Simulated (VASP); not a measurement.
Input of a VASP 6.6.1 run:

File INCAR:

```
SYSTEM = KZnF3
ALGO = Normal
EDIFF = 1E-7
ENCUT = 520
GGA = PE
ISIF = 2
ISMEAR = 0
LASPH = .True.
LCHARG = .False.
LREAL = .False.
LWAVE = .False.
NBANDS = 29
NELM = 100
PREC = Accurate
SIGMA = 0.05
```

Contents of KPOINTS:

```
k-points
0
Gamma
  6 6 6
  0 0 0
```

POSCAR

```
KZnF3
1.0
    3.9846659946      0.0000000000      0.0000000000
    0.0000000000      3.9846659946      0.0000000000
    0.0000000000      0.0000000000      4.1838992943
K Zn F
1 1 3
Direct
    0.0000000000      0.0000000000      0.0000000000
    0.5000000000      0.5000000000      0.5000000000
    0.5000000000      0.5000000000      0.0000000000
    0.0000000000      0.5000000000      0.5000000000
    0.5000000000      0.0000000000      0.5000000000
```

Potentials or basis: VASP PAW PBE potentials, release 64 (K_sv, Zn, F).

Command:

```bash
$ cat potpaw_PBE.64/K_sv/POTCAR potpaw_PBE.64/Zn/POTCAR potpaw_PBE.64/F/POTCAR > POTCAR
$ mpirun -np 1 vasp_std > vasp.out
```

Question: What does it give for the pressure?

Answer: 5.2 GPa.

Question: Predict the band gap on the k mesh.

Answer: 3.65 eV (least direct gap 5.61 eV).

Stress tensor (GPa, compression positive):
```
6.70 0.00 0.00
0.00 6.70 0.00
0.00 0.00 2.20
```

Caveat: the cell stands under pressure. A k mesh can miss the band edges.
